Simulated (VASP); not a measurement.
# Mn (C2/m) in VASP: single point with PBE

Aim: the single point of Mn with PBE.

Everything below comes from runs of VASP 6.6.1. Logs are shortened: lines on timing, memory, paths and dates and some standing lists are left out, and cuts for length are marked.

**1. The cell of the first run**

It takes space group C2/m (No. 12, monoclinic). Conventional cell: a = 4.289 Å, b = 2.484 Å, c = 8.170 Å, α = 90.00°, β = 99.90°, γ = 90.00°. Mn (site symmetry m) has 12 Mn at 2.46 to 2.49 Å within 3.2 Å. Within 3.2 Å of Mn (site symmetry m) lie 12 Mn at 2.46 to 2.48 Å.

**2. Single point, PBE**

INCAR reads:

```
  PREC = Accurate
  ENCUT = 520
  EDIFF = 1E-6
  ISMEAR = 0
  SIGMA = 0.1
  LREAL = F
  LASPH = T
  NELM = 100
  ALGO = Fast
  ISIF = 2
  LWAVE = F
  LCHARG = F
  GGA = PE
  NBANDS = 34
```

KPOINTS reads:

```
Automatic mesh
0
Gamma
  6 6 4
```

POSCAR reads:

```
Mn
1.0
    2.1440205154     -1.2418279972     -0.0326611997
    2.1440205154      1.2418279972     -0.0326611997
   -1.2821037624      0.0000000000      8.0688353768
Mn
4
Direct
   -0.1273822472     -0.1273822472      0.1256219224
    1.1273822472      1.1273822472      0.8743780776
    0.7085259623      0.7085259623      0.6251358876
    0.2914740377      0.2914740377      0.3748641124
```

Potentials or basis: VASP PAW PBE potentials, release 64 (Mn_pv).

Launch:

```console
$ cat potpaw_PBE.64/Mn_pv/POTCAR > POTCAR
$ mpirun -np 1 vasp_std > vasp.out
```

OUTCAR:

```text
PREC = Accurate
   ENCUT = 520
   EDIFF = 1E-6
   ISMEAR = 0
   LREAL = F
   LASPH = T
   NELM = 100
   ISIF = 2
   GGA = PE

 ion  position               nearest neighbor table
   1  0.873  0.873  0.126-   4 2.46   4 2.46   4 2.47   2 2.47   2 2.47   2 2.49
   2  0.127  0.127  0.874-   3 2.46   3 2.46   3 2.47   1 2.47   1 2.47   1 2.49
   3  0.709  0.709  0.625-   2 2.46   2 2.46   4 2.47   4 2.47   2 2.47   4 2.47
   4  0.291  0.291  0.375-   1 2.46   1 2.46   3 2.47   3 2.47   1 2.47   3 2.47

  LATTYP: Found a base centered monoclinic cell.
 ALAT       =     4.2885385503
 B/A-ratio  =     0.5791380829
 C/A-ratio  =     1.9050920868
 COS(beta)  =    -0.1719520066

  Lattice vectors:

 A1 = (   2.1440205154,  -1.2418279972,  -0.0326611997)
 A2 = (   2.1440205154,   1.2418279972,  -0.0326611997)
 A3 = (  -1.2821037624,   0.0000000000,   8.0688353768)

Analysis of symmetry for initial positions (statically):
=====================================================================
 Subroutine PRICEL returns:
 Original cell was already a primitive cell.

 Routine SETGRP: Setting up the symmetry group for a
 base centered monoclinic supercell.

 Subroutine GETGRP returns: Found  4 space group operations
 (whereof  4 operations were pure point group operations)
 out of a pool of  4 trial point group operations.

The static configuration has the point symmetry C_2h.

Analysis of symmetry for dynamics (positions and initial velocities):
=====================================================================
 Subroutine PRICEL returns:
 Original cell was already a primitive cell.

 Routine SETGRP: Setting up the symmetry group for a
 base centered monoclinic supercell.

 Subroutine GETGRP returns: Found  4 space group operations
 (whereof  4 operations were pure point group operations)
 out of a pool of  4 trial point group operations.

The dynamic configuration has the point symmetry C_2h.

 Subroutine INISYM returns: Found  4 space group operations
 (whereof  4 operations are pure point group operations),
 and found     1 'primitive' translations

----------------------------------------------------------------------------------------

                                     Primitive cell

  volume of cell :      42.8626

  direct lattice vectors                    reciprocal lattice vectors
     2.144020515 -1.241827997 -0.032661200     0.233772584 -0.402632249  0.037145473
[... 84 lines left out ...]
   ISPIN  =      1    spin polarized calculation?
   LNONCOLLINEAR =      F non collinear calculations
   LSORBIT =      F    spin-orbit coupling
   LASPH  =      T    aspherical Exc in radial PAW
   ENCUT  =  520.0 eV  38.22 Ry    6.18 a.u.   4.61  4.61 15.19*2*pi/ulx,y,z
   NELM   =    100;   NELMIN=  2; NELMDL= -5     # of ELM steps
   EDIFF  = 0.1E-05   stopping-criterion for ELM
   LREAL  =      F    real-space projection
   EDIFFG = 0.1E-04   stopping-criterion for IOM
   NSW    =      0    number of steps for IOM
   IBRION =     -1    ionic relax: 0-MD 1-quasi-New 2-CG
   NFREE  =      0    steps in history (QN), initial steepest desc. (CG)
   ISIF   =      2    stress and relaxation
   ISYM   =      2    0-nonsym 1-usesym 2-fastsym
   POTIM  = 0.5000    time-step for ionic-motion
   TEBEG  =    0.0;   TEEND  =   0.0 temperature during run
   PSTRESS=    0.0 pullay stress
   NELECT =      52.0000    total number of electrons
   NUPDOWN=      -1.0000    fix difference up-down
   EMIN   =  10.00;   EMAX   =-10.00  energy-range for DOS
   EFERMI =   0.00;   METHOD = LEGACY
   ISMEAR =     0;   SIGMA  =   0.10  broadening in eV -4-tet -1-fermi 0-gaus
   EFERMI_NEDOS =   21; number of points for ismear=-14 and -15
   IALGO  =     68    algorithm
   IMIX   =      4    mixing-type and parameters
     AMIX     =   0.40;   BMIX     =  1.00
     AMIX_MAG =   1.60;   BMIX_MAG =  1.00
  volume/ion in A,a.u.               =      10.72        72.31
  Fermi-wavevector in a.u.,A,eV,Ry     =   1.746022  3.299503 41.478622  3.048593
  Thomas-Fermi vector in A             =   2.817596
   LORBIT       =      0    0 simple, 1 ext, 2 COOP (PROOUT), +10 PAW based schemes
   GGA     = PE    functional components
   LHFCALC =     F    Hartree Fock is set to
   AEXX    =    0.0000 exact exchange contribution
   IVDW    =     0    specifies the selected vdW correction
   LEPSILON=     F    determine dielectric tensor
   LRPA    =     F    only Hartree local field effects (RPA)
 non-spin polarized calculation
 RMM-DIIS sequential band-by-band and
 Gauss-broadening in eV      SIGMA  =   0.10
  energy-cutoff  :      520.00
  volume of cell :       42.86
 maximum number of plane-waves:      1171
   NGX =  9   NGY =  9   NGZ = 31

 number of electron      52.0000010 magnetization

 Free energy of the ion-electron system (eV)
  ---------------------------------------------------
  ext. energy  EPLUGINS =         0.00000000
  ---------------------------------------------------
  free energy    TOTEN  =       -35.75753881 eV

  energy without entropy =      -35.72940808  energy(sigma->0) =      -35.74347344

 E-fermi :  10.4668     XC(G=0): -14.0363

 val. band max:       10.4450901243   @ k =   0.3333   0.3333   0.2500
 cond. band min:      10.4775377364   @ k =   0.1667   0.1667   0.5000
 fundamental gap:      0.0324476121
 Fermi energy:        10.4667888004

 k-point     1 :       0.0000    0.0000    0.0000
  band No.  band energies     occupation
      1     -37.8849      2.00000
      2     -37.5087      2.00000
      3     -37.4902      2.00000
      4     -37.2232      2.00000
      5     -37.2208      2.00000
      6     -37.1708      2.00000
[... 877 lines left out ...]
     33      12.0200      0.00000
     34      12.2694      0.00000

 [... further k-points ...]
[... 5 lines left out ...]
  --------------------------------------------------------------------------------------
  -------------------------------------------------------------------------------------
  Total       -0.0139313      0.0208657      0.0154476      0.0000000      0.0000000      0.0100057
  in kB       -0.5207440      0.7799481      0.5774211      0.0000000      0.0000000      0.3740062
  external PRESSURE =       0.2788750 kB  Pullay stress =       0.0000000 kB

 VOLUME and BASIS-vectors are now :
 -----------------------------------------------------------------------------
  energy-cutoff  :      520.00
  volume of cell :       42.86
      direct lattice vectors                 reciprocal lattice vectors
     2.144020515 -1.241827997 -0.032661200     0.233772584 -0.402632249  0.037145473
     2.144020515  1.241827997 -0.032661200     0.233772584  0.402632249  0.037145473
    -1.282103762  0.000000000  8.068835377     0.001892539  0.000000000  0.124234339

 POSITION                                       TOTAL-FORCE (eV/Angst)
 -----------------------------------------------------------------------------------
      3.58076      0.00000      0.95662        -0.005399      0.000000     -0.008036
     -0.57482      0.00000      7.04689         0.005399      0.000000      0.008036
      2.23670      0.00000      4.99784        -0.004067      0.000000     -0.008010
      0.76924      0.00000      3.00568         0.004067      0.000000      0.008010
 -----------------------------------------------------------------------------------
    total drift:                               -0.000000      0.000000      0.000000

  FREE ENERGIE OF THE ION-ELECTRON SYSTEM (eV)
  ---------------------------------------------------
  free  energy   TOTEN  =       -35.7575388072 eV

  energy  without entropy=      -35.7294080818  energy(sigma->0) =      -35.74347344
```

stdout:

```text
POSCAR found type information on POSCAR Mn
 POSCAR found :  1 types and       4 ions
 scaLAPACK will be used
 LDA part: xc-table for (Slater+PW92), standard interpolation
 POSCAR, INCAR and KPOINTS ok, starting setup
 FFT: planning ... GRIDC
 FFT: planning ... GRID_SOFT
 FFT: planning ... GRID
 WAVECAR not read
 entering main loop
```

It took 1.9 min on 1 thread of Intel Xeon 8259CL, shared host; peak memory 0.18 GiB.

Results:

```yaml
Free_energy: -35.7575 eV
Pressure: 0.0 GPa
Largest_force: 0.010 eV/Å
Band_gap_on_the_k_mesh: zero (bands 26 and 27 overlap by 2.02 eV)
```

Forces on the atoms (eV/Å):
```
Mn  -0.005  0.000 -0.008
Mn   0.005  0.000  0.008
Mn  -0.004  0.000 -0.008
Mn   0.004  0.000  0.008
```

Levels at points of the mesh, in eV from the Fermi level:
| k point | band 22 | band 23 | band 24 | band 25 | band 26 | band 27 | band 28 | band 29 | band 30 | band 31 |
| --- | --- | --- | --- | --- | --- | --- | --- | --- | --- | --- |
| (0.00, 0.00, 0.00) | -1.05 | -1.01 | -0.92 | -0.89 | -0.77 | -0.75 | 0.31 | 0.38 | 0.64 | 0.91 |
| (0.50, 0.00, 0.00) | -0.87 | -0.81 | -0.79 | 1.05 | 1.27 | 1.33 | 1.56 | 1.78 | 1.83 | 1.98 |
| (0.50, 0.50, 0.00) | -0.84 | -0.14 | 0.10 | 0.14 | 0.15 | 0.70 | 1.77 | 1.78 | 1.93 | 1.98 |
| (0.00, 0.00, 0.50) | -1.07 | -0.90 | -0.85 | -0.74 | -0.73 | -0.61 | -0.59 | 0.25 | 0.31 | 0.59 |
| (0.50, 0.00, 0.50) | -0.84 | -0.15 | 0.09 | 0.13 | 0.17 | 0.63 | 1.76 | 1.76 | 1.92 | 1.97 |
| (0.50, 0.50, 0.50) | -0.91 | -0.83 | -0.76 | 1.04 | 1.26 | 1.33 | 1.53 | 1.79 | 1.84 | 1.99 |

Caveat: the k points lie up to 0.49 Å⁻¹ apart, too coarse for converged energies and pressures of a metal; the run has no spin polarisation, though such a crystal can be magnetic. Spin polarisation is off, so any magnetic state and its effect on volume and gap are missing.
